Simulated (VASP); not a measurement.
# Na (P6_3/mmc) in VASP: further runs

Runs on Na. Level: PBE. Tasks: single point, relaxation of cell and atoms.

All numbers are computed with VASP 6.6.1; they aren't measurements. Logs are shortened: lines on timing, memory, paths and dates and some standing lists are left out, and cuts for length are marked.

### Step 1. The cell of the first run

The structure is hexagonal, space group P6_3/mmc (No. 194). Conventional cell: a = 3.751 Å, b = 3.751 Å, c = 6.116 Å, α = 90.00°, β = 90.00°, γ = 120.00°. Within 4.9 Å of Na (site symmetry -6m2) lie 12 Na at 3.75 Å.

### Step 2. Single point, PBE

Input file INCAR:

```
PREC = Accurate
ENCUT = 520
EDIFF = 1E-6
ISMEAR = -1
SIGMA = 0.15
LREAL = F
LASPH = T
NELM = 100
ALGO = Normal
ISIF = 2
LWAVE = F
LCHARG = T
GGA = PE
LELF = T
LVHAR = T
NBANDS = 14
```

Input file KPOINTS:

```
Automatic mesh
0
Gamma
  15 15 8
```

Input file POSCAR:

```
Na
1.0
    3.7506568863      0.0000000000      0.0000000000
   -1.8753284431      3.2481641444      0.0000000000
    0.0000000000      0.0000000000      6.1157063597
Na
2
Direct
    0.3333333333      0.6666666667      0.2500000000
    0.6666666667      0.3333333333      0.7500000000
```

Potentials or basis: VASP PAW PBE potentials, release 64 (Na_pv).

Run with:

```sh
$ cat potpaw_PBE.64/Na_pv/POTCAR > POTCAR
$ mpirun -np 1 vasp_std > vasp.out
```

OUTCAR:

```text
PREC = Accurate
   ENCUT = 520
   EDIFF = 1E-6
   ISMEAR = -1
   LREAL = F
   LASPH = T
   NELM = 100
   ISIF = 2
   GGA = PE

 ion  position               nearest neighbor table
   1  0.333  0.667  0.250-
   2  0.667  0.333  0.750-

  LATTYP: Found a hexagonal cell.
 ALAT       =     3.7506568863
 C/A-ratio  =     1.6305694029

  Lattice vectors:

 A1 = (   3.7506568863,   0.0000000000,   0.0000000000)
 A2 = (  -1.8753284431,   3.2481641444,   0.0000000000)
 A3 = (   0.0000000000,   0.0000000000,   6.1157063597)

Analysis of symmetry for initial positions (statically):
=====================================================================
 Subroutine PRICEL returns:
 Original cell was already a primitive cell.

 Routine SETGRP: Setting up the symmetry group for a
 hexagonal supercell.

 Subroutine GETGRP returns: Found 24 space group operations
 (whereof 12 operations were pure point group operations)
 out of a pool of 24 trial point group operations.

The static configuration has the point symmetry D_3d.
 The point group associated with its full space group is D_6h.

Analysis of symmetry for dynamics (positions and initial velocities):
=====================================================================
 Subroutine PRICEL returns:
 Original cell was already a primitive cell.

 Routine SETGRP: Setting up the symmetry group for a
 hexagonal supercell.

 Subroutine GETGRP returns: Found 24 space group operations
 (whereof 12 operations were pure point group operations)
 out of a pool of 24 trial point group operations.

The dynamic configuration has the point symmetry D_3d.
 The point group associated with its full space group is D_6h.

 Subroutine INISYM returns: Found 24 space group operations
 (whereof 12 operations are pure point group operations),
 and found     1 'primitive' translations

----------------------------------------------------------------------------------------

                                     Primitive cell

  volume of cell :      74.5061

  direct lattice vectors                    reciprocal lattice vectors
     3.750656886  0.000000000  0.000000000     0.266619963  0.153933107  0.000000000
    -1.875328443  3.248164144  0.000000000     0.000000000  0.307866215  0.000000000
     0.000000000  0.000000000  6.115706360     0.000000000  0.000000000  0.163513410

  length of vectors
     3.750656886  3.750656886  6.115706360     0.307866215  0.307866215  0.163513410

  position of ions in fractional coordinates (direct lattice)
     0.333333333  0.666666667  0.250000000
     0.666666667  0.333333333  0.750000000

  ion indices of the primitive-cell ions
   primitive index   ion index
                 1           1
                 2           2

----------------------------------------------------------------------------------------

 KPOINTS: Automatic mesh

Automatic generation of k-mesh.
 Grid dimensions read from file:
 generate k-points for:   15   15    8

 Generating k-lattice:

  Cartesian coordinates                     Fractional coordinates (reciprocal lattice)
     0.017774664  0.010262207  0.000000000     0.066666667  0.000000000  0.000000000
     0.000000000  0.020524414  0.000000000     0.000000000  0.066666667  0.000000000
     0.000000000  0.000000000  0.020439176     0.000000000  0.000000000  0.125000000

  Length of vectors
     0.020524414  0.020524414  0.020439176

  Shift w.r.t. Gamma in fractional coordinates (k-lattice)
     0.000000000  0.000000000  0.000000000

 Subroutine IBZKPT returns following result:
 ===========================================

 Found    135 irreducible k-points:

 Following reciprocal coordinates:
            Coordinates               Weight
  0.000000  0.000000  0.000000      1.000000
  0.066667  0.000000  0.000000      6.000000
  0.133333  0.000000  0.000000      6.000000
  0.200000  0.000000  0.000000      6.000000
  0.266667  0.000000  0.000000      6.000000
  0.333333  0.000000  0.000000      6.000000
[... 16 lines left out ...]
  0.333333  0.200000  0.000000     12.000000
  0.400000  0.200000  0.000000      6.000000
 [... further k-points ...]
   k-points           NKPTS =    135   k-points in BZ     NKDIM =    135   number of bands    NBANDS=     14
   number of dos      NEDOS =    301   number of ions     NIONS =      2
   total plane-waves  NPLWV =  37632
   dimension x,y,z NGX =    28 NGY =   28 NGZ =   48
   dimension x,y,z NGXF=    56 NGYF=   56 NGZF=   96
   ions per type =               2
   NGX,Y,Z   is equivalent  to a cutoff of  12.41, 12.41, 13.05 a.u.
   NGXF,Y,Z  is equivalent  to a cutoff of  24.82, 24.82, 26.10 a.u.
 SYSTEM =  unknown system
   PREC   = accura    normal or accurate (medium, high low for compatibility)
   ISTART =      0    job   : 0-new  1-cont  2-samecut
   ICHARG =      2    charge: 1-file 2-atom 10-const
   ISPIN  =      1    spin polarized calculation?
   LNONCOLLINEAR =      F non collinear calculations
   LSORBIT =      F    spin-orbit coupling
   LASPH  =      T    aspherical Exc in radial PAW
   ENCUT  =  520.0 eV  38.22 Ry    6.18 a.u.   6.97  6.97 11.37*2*pi/ulx,y,z
   NELM   =    100;   NELMIN=  2; NELMDL= -5     # of ELM steps
   EDIFF  = 0.1E-05   stopping-criterion for ELM
   LREAL  =      F    real-space projection
   EDIFFG = 0.1E-04   stopping-criterion for IOM
   NSW    =      0    number of steps for IOM
   IBRION =     -1    ionic relax: 0-MD 1-quasi-New 2-CG
   NFREE  =      0    steps in history (QN), initial steepest desc. (CG)
   ISIF   =      2    stress and relaxation
   ISYM   =      2    0-nonsym 1-usesym 2-fastsym
   POTIM  = 0.5000    time-step for ionic-motion
   TEBEG  =    0.0;   TEEND  =   0.0 temperature during run
   PSTRESS=    0.0 pullay stress
   NELECT =      14.0000    total number of electrons
   NUPDOWN=      -1.0000    fix difference up-down
   EMIN   =  10.00;   EMAX   =-10.00  energy-range for DOS
   EFERMI =   0.00;   METHOD = LEGACY
   ISMEAR =    -1;   SIGMA  =   0.15  broadening in eV -4-tet -1-fermi 0-gaus
   EFERMI_NEDOS =   21; number of points for ismear=-14 and -15
   IALGO  =     38    algorithm
   IMIX   =      4    mixing-type and parameters
     AMIX     =   0.40;   BMIX     =  1.00
     AMIX_MAG =   1.60;   BMIX_MAG =  1.00
  volume/ion in A,a.u.               =      37.25       251.40
  Fermi-wavevector in a.u.,A,eV,Ry     =   0.937678  1.771954 11.962776  0.879239
  Thomas-Fermi vector in A             =   2.064813
   LORBIT       =      0    0 simple, 1 ext, 2 COOP (PROOUT), +10 PAW based schemes
   GGA     = PE    functional components
   LHFCALC =     F    Hartree Fock is set to
   AEXX    =    0.0000 exact exchange contribution
   IVDW    =     0    specifies the selected vdW correction
   LEPSILON=     F    determine dielectric tensor
   LRPA    =     F    only Hartree local field effects (RPA)
 non-spin polarized calculation
  energy-cutoff  :      520.00
  volume of cell :       74.51
 maximum number of plane-waves:      2028
 NGX is ok and might be reduce to    28
   NGX = 13   NGY = 13   NGZ = 23

 number of electron      14.0000004 magnetization

 Free energy of the ion-electron system (eV)
  ---------------------------------------------------
  ext. energy  EPLUGINS =         0.00000000
  ---------------------------------------------------
  free energy    TOTEN  =        -2.65834455 eV

  energy without entropy =       -2.58683464  energy(sigma->0) =       -2.62258960

 E-fermi :   0.3146     XC(G=0):  -6.4890

 val. band max:        0.2237182650   @ k =   0.3333   0.2000   0.1250
 cond. band min:       0.3184632575   @ k =   0.0667   0.0667   0.1250
 fundamental gap:      0.0947449926
 Fermi energy:         0.3145701649

 k-point     1 :       0.0000    0.0000    0.0000
  band No.  band energies     occupation
      1     -24.6205      2.00000
      2     -24.5910      2.00000
      3     -24.5910      2.00000
      4     -24.5862      2.00000
      5     -24.5862      2.00000
      6     -24.5860      2.00000
      7      -2.9544      2.00000
      8       0.8755      0.04642
      9       1.2782      0.00324
     10      10.2548      0.00000
     11      10.2548      0.00000
     12      10.6114      0.00000
     13      10.6114      0.00000
     14      10.7652      0.00000

 k-point     2 :       0.0667    0.0000    0.0000
  band No.  band energies     occupation
      1     -24.6200      2.00000
      2     -24.5921      2.00000
      3     -24.5914      2.00000
      4     -24.5873      2.00000
      5     -24.5864      2.00000
      6     -24.5862      2.00000
      7      -2.8888      2.00000
      8       0.9337      0.03174
      9       1.3421      0.00212
     10       8.9708      0.00000
     11       9.6706      0.00000
     12      10.1254      0.00000
     13      11.2706      0.00000
     14      11.4719      0.00000

 k-point     3 :       0.1333    0.0000    0.0000
  band No.  band energies     occupation
      1     -24.6185      2.00000
      2     -24.5953      2.00000
      3     -24.5924      2.00000
      4     -24.5906      2.00000
      5     -24.5869      2.00000
      6     -24.5867      2.00000
      7      -2.6927      2.00000
      8       1.1082      0.01003
      9       1.5323      0.00060
     10       7.4515      0.00000
     11       9.0375      0.00000
     12       9.3416      0.00000
     13      10.8446      0.00000
     14      11.4907      0.00000
[... 324 lines left out ...]
 k-point    23 :       0.3333    0.2000    0.0000
  band No.  band energies     occupation
      1     -24.6135      2.00000
      2     -24.6091      2.00000
      3     -24.6041      2.00000
      4     -24.6026      2.00000
      5     -24.5963      2.00000
      6     -24.5950      2.00000
      7       0.1627      1.46701
      8       1.9706      0.00003
      9       3.5760      0.00000
     10       3.7473      0.00000
     11       4.7068      0.00000
     12       5.5223      0.00000
     13       6.6166      0.00000
     14       7.3090      0.00000

 k-point    24 :       0.4000    0.2000    0.0000
  band No.  band energies     occupation
      1     -24.6143      2.00000
      2     -24.6091      2.00000
      3     -24.6036      2.00000
      4     -24.6029      2.00000
      5     -24.5968      2.00000
      6     -24.5960      2.00000
      7       0.9559      0.02743
      8       1.0857      0.01164
      9       3.5881      0.00000
     10       4.5720      0.00000
     11       4.5774      0.00000
     12       5.0219      0.00000
     13       6.1196      0.00000
     14       7.2486      0.00000

 [... further k-points ...]
[... 5 lines left out ...]
  --------------------------------------------------------------------------------------
  -------------------------------------------------------------------------------------
  Total        0.0004793      0.0004793      0.0017466      0.0000000      0.0000000      0.0000000
  in kB        0.0103074      0.0103074      0.0375597      0.0000000      0.0000000      0.0000000
  external PRESSURE =       0.0193915 kB  Pullay stress =       0.0000000 kB

 VOLUME and BASIS-vectors are now :
 -----------------------------------------------------------------------------
  energy-cutoff  :      520.00
  volume of cell :       74.51
      direct lattice vectors                 reciprocal lattice vectors
     3.750656886  0.000000000  0.000000000     0.266619963  0.153933107  0.000000000
    -1.875328443  3.248164144  0.000000000     0.000000000  0.307866215  0.000000000
     0.000000000  0.000000000  6.115706360     0.000000000  0.000000000  0.163513410

 POSITION                                       TOTAL-FORCE (eV/Angst)
 -----------------------------------------------------------------------------------
     -0.00000      2.16544      1.52893         0.000000      0.000000      0.000000
      1.87533      1.08272      4.58678        -0.000000     -0.000000      0.000000
 -----------------------------------------------------------------------------------
    total drift:                               -0.000000      0.000000     -0.000000

  FREE ENERGIE OF THE ION-ELECTRON SYSTEM (eV)
  ---------------------------------------------------
  free  energy   TOTEN  =        -2.6583445495 eV

  energy  without entropy=       -2.5868346413  energy(sigma->0) =       -2.62258960
```

Wall time 30 s (1 thread of Intel Xeon 6975P-C (Granite Rapids), shared host); peak memory 0.24 GiB.

Results:

| Item | Value |
| --- | --- |
| Free energy | -2.6583 eV |
| Pressure | 0.0 GPa |
| Band gap on the k mesh | zero (band 7 reaches 2.38 eV, above the bottom of band 8 at -1.92 eV) |

### Step 3. Relaxation of cell and atoms, PBE

This run uses another cell than the first one, of 37.04 Å³/atom, 0.994 times its volume.

Input file INCAR:

```
SYSTEM = Na
PREC = Accurate ; ENCUT = 600
EDIFF = 1E-7 ; ISMEAR = -1
SIGMA = 0.15 ; LREAL = .False.
LASPH = .True. ; NELM = 100
ALGO = Normal ; ISIF = 3
LWAVE = .False. ; LCHARG = .False.
GGA = PE ; IBRION = 2
NSW = 80 ; EDIFFG = -0.001
```

Input file KPOINTS:

```
regular mesh
0
Gamma
  15 15 8
  0 0 0
```

Input file POSCAR:

```
Na
1.0
    3.7442791895      0.0000000000      0.0000000000
   -1.8721395947      3.2426408970      0.0000000000
    0.0000000000      0.0000000000      6.1016454356
Na
2
Direct
    0.3333333333      0.6666666667      0.2500000000
    0.6666666667      0.3333333333      0.7500000000
```

Potentials or basis: VASP PAW PBE potentials, release 64 (Na_pv).

Run with:

```sh
$ cat potpaw_PBE.64/Na_pv/POTCAR > POTCAR
$ mpirun -np 1 vasp_std > vasp.out
```

It took 2.5 min on 1 thread of Intel Xeon 6975P-C (Granite Rapids), shared host; peak memory 0.26 GiB.

Results (log left out):

* Free energy: -2.6583 eV
* Relaxed volume: 37.25 Å³/atom
* Relaxed cell: a = 3.751 Å, b = 3.751 Å, c = 6.115 Å, α = 90.00°, β = 90.00°, γ = 120.00°
* Space group after relaxing (to 0.05 Å): P6_3/mmc (No. 194)
* Energy gained by relaxing: 0.0 meV/atom
* Ionic steps: 7
* Pressure after relaxing: 0.0 GPa
* Band gap on the k mesh: zero (band 7 reaches 2.38 eV, above the bottom of band 8 at -1.92 eV)

Final structure:
```xyz
2
Lattice="3.7509 0.0000 0.0000 -1.8754 3.2484 0.0000 0.0000 0.0000 6.1146" Properties=species:S:1:pos:R:3 pbc="T T T"
Na    0.0000    2.1656    1.5287
Na    1.8754    1.0828    4.5860
```

Levels at points of the mesh, in eV from the Fermi level:
| k point | band 4 | band 5 | band 6 | band 7 | band 8 | band 9 | band 10 | band 11 |
| --- | --- | --- | --- | --- | --- | --- | --- | --- |
| (0.00, 0.00, 0.00) | -24.90 | -24.90 | -24.90 | -3.27 | 0.56 | 0.97 | 9.94 | 9.94 |
| (0.00, 0.00, 0.50) | -24.90 | -24.90 | -24.90 | -2.24 | -2.24 | 5.53 | 5.53 | 10.53 |
